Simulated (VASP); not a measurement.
# LiH in VASP: a series of runs, part 2 of 2

VASP 6.6.1. Earlier steps stand in the parts before.

## 4. Single point, PBE

This run uses another cell than the first one: it holds 4 atoms, not 2.

INCAR reads:

```
  ALGO = Normal
  EDIFF = 1E-6
  ENCUT = 520
  GGA = PE
  ISIF = 2
  ISMEAR = 0
  LASPH = T
  LCHARG = F
  LREAL = F
  LWAVE = F
  NBANDS = 12
  NELM = 80
  PREC = Accurate
  SIGMA = 0.1
```

KPOINTS reads:

```
k-points
0
Gamma
  6 6 6
```

POSCAR reads:

```
LiH
1.0
    2.8136759009      0.2094975968      0.2446132972
   -0.3454085566      3.9752024090      0.3461554567
   -0.2054683804     -0.2674271569      2.8139736768
Li H
2 2
Direct
    0.7476835551      0.7496878483      0.7537206790
    0.2523164449      0.2503121517      0.2462793210
    0.2523409649      0.7496479868      0.2497406255
    0.7476590351      0.2503520132      0.7502593745
```

Potentials or basis: VASP PAW PBE potentials, release 64 (Li_sv, H).

Started as:

```console
$ cat potpaw_PBE.64/Li_sv/POTCAR potpaw_PBE.64/H/POTCAR > POTCAR
$ mpirun -np 1 vasp_std > vasp.out
```

OUTCAR:

```text
EDIFF = 1E-6
   ENCUT = 520
   GGA = PE
   ISIF = 2
   ISMEAR = 0
   LASPH = T
   LREAL = F
   NELM = 80
   PREC = Accurate

 ion  position               nearest neighbor table
   1  0.748  0.750  0.754-
   2  0.252  0.250  0.246-
   3  0.252  0.750  0.250-
   4  0.748  0.250  0.750-

  LATTYP: Found a triclinic cell.
 ALAT       =     3.9930317019
 B/A-ratio  =     0.7092476112
 C/A-ratio  =     1.2278397793
 COS(alpha) =     0.0000150919
 COS(beta)  =     0.4093751804
 COS(gamma) =     0.7044557464

  Lattice vectors:

 A1 = (   3.0191442813,   0.4769247537,  -2.5693603796)
 A2 = (   2.8136759009,   0.2094975968,   0.2446132972)
 A3 = (   0.5508769370,  -3.7077752521,  -3.1601291335)

Analysis of symmetry for initial positions (statically):
=====================================================================
 Subroutine PRICEL returns:
 Original cell was already a primitive cell.

 Routine SETGRP: Setting up the symmetry group for a
 triclinic supercell.

 Subroutine GETGRP returns: Found  2 space group operations
 (whereof  2 operations were pure point group operations)
 out of a pool of  2 trial point group operations.

The static configuration has the point symmetry S_2 .

Analysis of symmetry for dynamics (positions and initial velocities):
=====================================================================
 Subroutine PRICEL returns:
 Original cell was already a primitive cell.

 Routine SETGRP: Setting up the symmetry group for a
 triclinic supercell.

 Subroutine GETGRP returns: Found  2 space group operations
 (whereof  2 operations were pure point group operations)
 out of a pool of  2 trial point group operations.

The dynamic configuration has the point symmetry S_2 .

 Subroutine INISYM returns: Found  2 space group operations
 (whereof  2 operations are pure point group operations),
 and found     1 'primitive' translations
[... 127 lines left out ...]
   IVDW    =     0    specifies the selected vdW correction
   LEPSILON=     F    determine dielectric tensor
   LRPA    =     F    only Hartree local field effects (RPA)
 non-spin polarized calculation
 Gauss-broadening in eV      SIGMA  =   0.10
  energy-cutoff  :      520.00
  volume of cell :       32.15
 maximum number of plane-waves:       888
 NGX is ok and might be reduce to    24

 number of electron       7.9999990 magnetization

 Free energy of the ion-electron system (eV)
  ---------------------------------------------------
  ext. energy  EPLUGINS =         0.00000000
  ---------------------------------------------------
  free energy    TOTEN  =       -12.25187877 eV

  energy without entropy =      -12.25187877  energy(sigma->0) =      -12.25187877

 E-fermi :   0.6096     XC(G=0):  -8.5167

 val. band max:        0.1255520458   @ k =   0.5000   0.0000   0.5000
 cond. band min:       3.0318324478   @ k =   0.5000   0.0000   0.5000
 fundamental gap:      2.9062804020
 Fermi energy:         0.6096434618

 k-point     1 :       0.0000    0.0000    0.0000
  band No.  band energies     occupation
      1     -44.1897      2.00000
      2     -44.1290      2.00000
      3      -5.3389      2.00000
      4       0.1038      2.00000
      5       3.0814      0.00000
      6      10.8886      0.00000
      7      10.9528      0.00000
      8      14.0852      0.00000
      9      16.2225      0.00000
     10      17.3584      0.00000
     11      17.9510      0.00000
     12      18.0353      0.00000
[... 331 lines left out ...]
 k-point    24 :       0.5000    0.0000    0.1667
  band No.  band energies     occupation
      1     -44.1405      2.00000
      2     -44.1391      2.00000
      3      -2.1711      2.00000
      4      -2.1393      2.00000
      5       7.2039      0.00000
      6       7.3611      0.00000
      7       8.1026      0.00000
      8       8.1867      0.00000
      9      12.9524      0.00000
     10      13.0570      0.00000
     11      17.3054      0.00000
     12      17.4681      0.00000

 [... further k-points ...]

------------------------ aborting loop because EDIFF is reached ----------------------------------------

  FORCE on cell =-STRESS in cart. coord.  units (eV):
  Direction    XX          YY          ZZ          XY          YZ          ZX
  --------------------------------------------------------------------------------------
  -------------------------------------------------------------------------------------
  Total       -0.0303911     -0.0320262     -0.0494125      0.0500541      0.0159284     -0.0461033
  in kB       -1.5147271     -1.5962227     -2.4627773      2.4947534      0.7938889     -2.2978409
  external PRESSURE =      -1.8579091 kB  Pullay stress =       0.0000000 kB

 VOLUME and BASIS-vectors are now :
 -----------------------------------------------------------------------------
  energy-cutoff  :      520.00
  volume of cell :       32.15
      direct lattice vectors                 reciprocal lattice vectors
     2.813675901  0.209497597  0.244613297     0.350861614  0.028023874  0.028282181
    -0.345408557  3.975202409  0.346155457    -0.020374025  0.247867502  0.022068537
    -0.205468380 -0.267427157  2.813973677    -0.027993452 -0.032926996  0.350196118

 POSITION                                       TOTAL-FORCE (eV/Angst)
 -----------------------------------------------------------------------------------
      1.68992      2.93523      2.56335         0.022252      0.009089     -0.026264
      0.57287      0.98204      0.84139        -0.022252     -0.009089      0.026264
      0.39976      2.96608      1.02398        -0.020077      0.002638      0.005420
      1.86304      0.95119      2.38076         0.020077     -0.002638     -0.005420
 -----------------------------------------------------------------------------------
    total drift:                                0.000000      0.000000     -0.000000

  FREE ENERGIE OF THE ION-ELECTRON SYSTEM (eV)
  ---------------------------------------------------
  free  energy   TOTEN  =       -12.2518787671 eV

  energy  without entropy=      -12.2518787671  energy(sigma->0) =      -12.25187877
```

It took 12 s on 1 thread of Intel Xeon 6975P-C (Granite Rapids), shared host; peak memory 0.15 GiB.

Results:

* Free energy: -12.2519 eV
* Largest force: 0.036 eV/Å
* Band gap on the k mesh: 2.91 eV

Forces on the atoms (eV/Å):
```
Li   0.022  0.009 -0.026
Li  -0.022 -0.009  0.026
H   -0.020  0.003  0.005
H    0.020 -0.003 -0.005
```

Levels at points of the mesh, in eV from the valence-band top:
```
           k point  band 2  band 3  band 4  band 5  band 6  band 7
(0.00, 0.00, 0.00)  -44.25   -5.46   -0.02    2.96   10.76   10.83
(0.50, 0.00, 0.00)  -44.27   -2.71   -2.69    7.49    7.56    8.24
(0.00, 0.50, 0.00)  -44.28   -3.94   -3.93   10.41   10.43   12.98
(0.50, 0.50, 0.00)  -44.27   -2.68   -2.63    4.88    4.93   13.60
(0.00, 0.00, 0.50)  -44.27   -2.72   -2.69    7.48    7.57    8.28
(0.50, 0.00, 0.50)  -44.25   -0.05    0.00    2.91    3.00   10.67
(0.00, 0.50, 0.50)  -44.27   -2.67   -2.65    4.89    4.91   13.64
(0.50, 0.50, 0.50)  -44.25   -0.26   -0.26    5.19    5.20    5.28
```

Caveat: the cutoff is under 1.25 times the usual one of these potentials, so pressure, stress and relaxed cells hold a basis-set (Pulay) error. PBE gaps usually lie below the measured ones, often by a third to a half.

## 5. Single point, PBE

This run uses another cell than the first one: it holds 4 atoms, not 2.

INCAR reads:

```
SYSTEM = LiH
ALGO = Normal
EDIFF = 1E-6
ENCUT = 520
GGA = PE
ISIF = 2
ISMEAR = 0
LASPH = .True.
LCHARG = .True.
LELF = .True.
LREAL = .False.
LVHAR = .True.
LWAVE = .False.
NBANDS = 12
NELM = 60
PREC = Accurate
SIGMA = 0.1
```

KPOINTS reads:

```
k-points
0
Gamma
  6 8 6
  0 0 0
```

POSCAR reads:

```
LiH
1.0
    5.5197737595      0.2113113432      1.2031755300
   -1.5315009647      2.3812204821     -0.0412096554
   -0.3818777347     -1.8919473262      2.0716041466
Li H
2 2
Direct
    0.0116597940      0.5529406936      0.1609586851
    0.5116858743      0.5532385763      1.1611739103
    0.2616894928      0.5530766874      0.6613473984
    0.7616937974      0.5531005768      0.6611355884
```

Started as:

```console
$ cat potpaw_PBE.64/Li_sv/POTCAR potpaw_PBE.64/H/POTCAR > POTCAR
$ mpirun -np 1 vasp_std > vasp.out
```

Run time: 21 s. Hardware: 1 thread of Intel Xeon 6975P-C (Granite Rapids), shared host; peak memory 0.18 GiB.

It converged, with:

| Item | Value |
| --- | --- |
| Free energy | -12.2540 eV |
| Band gap on the k mesh | 2.96 eV |

Levels at points of the mesh, in eV from the valence-band top:
| k point | band 1 | band 2 | band 3 | band 4 | band 5 | band 6 | band 7 | band 8 | band 9 |
| --- | --- | --- | --- | --- | --- | --- | --- | --- | --- |
| (0.00, 0.00, 0.00) | -44.29 | -44.25 | -5.46 | -2.64 | 4.94 | 13.67 | 16.15 | 16.50 | 16.52 |
| (0.50, 0.00, 0.00) | -44.27 | -44.27 | -4.39 | -4.39 | 9.78 | 9.78 | 15.09 | 15.09 | 16.65 |
| (0.00, 0.50, 0.00) | -44.25 | -44.23 | -2.65 | -0.01 | 2.96 | 4.92 | 10.81 | 10.87 | 13.70 |
| (0.50, 0.50, 0.00) | -44.24 | -44.24 | -1.75 | -1.75 | 5.45 | 5.45 | 8.95 | 8.95 | 12.51 |
| (0.00, 0.00, 0.50) | -44.25 | -44.23 | -2.65 | -0.01 | 2.97 | 4.92 | 10.81 | 10.86 | 13.71 |
| (0.50, 0.00, 0.50) | -44.24 | -44.24 | -1.75 | -1.75 | 5.45 | 5.45 | 8.95 | 8.95 | 12.51 |
| (0.00, 0.50, 0.50) | -44.25 | -44.23 | -2.66 | 0.00 | 2.98 | 4.92 | 10.80 | 10.83 | 13.71 |
| (0.50, 0.50, 0.50) | -44.24 | -44.24 | -1.75 | -1.75 | 5.45 | 5.45 | 8.95 | 8.95 | 12.50 |

Caveat: the k points lie up to 0.45 Å⁻¹ apart; the cutoff is under 1.25 times the usual one of these potentials, so pressure, stress and relaxed cells hold a basis-set (Pulay) error.

## 6. Summary

| task | cell | k mesh | cutoff (eV) | smearing | gap on the mesh (eV) | pressure (GPa) |
| --- | --- | --- | --- | --- | --- | --- |
| relaxation of cell and atoms | relaxed from a = 2.830 Å, angles 60.0°, 2 atoms | 10 × 10 × 10 | 600 | gaussian 0.02 eV | 2.98 | -0.1 |
| relaxation of cell and atoms | relaxed from a = 2.841 Å, angles 60.0°, 2 atoms | 10 × 10 × 10 | 600 | gaussian 0.02 eV | 2.97 | 0.0 |
| single point | a = 2.832, b = 4.005, c = 2.834 Å, angles 90.1, 89.6, 90.3°, 4 atoms | 6 × 6 × 6 | 520 | gaussian 0.1 eV | 2.91 | - |
| single point | a = 5.653, b = 2.832, c = 2.831 Å, angles 120.0, 90.1, 120.0°, 4 atoms | 6 × 8 × 6 | 520 | gaussian 0.1 eV | 2.96 | - |

Alike in all rows: level PBE; potentials or basis VASP PAW PBE potentials, release 64 (Li_sv, H); no spin polarisation.

Caveats: some runs use coarse meshes; the cutoff is under 1.25 times the usual one of these potentials, so pressure, stress and relaxed cells hold a basis-set (Pulay) error; the relaxation stopped at its first step, so nothing moved (some runs).

Absolute energies hang on the potentials; compare differences alone.
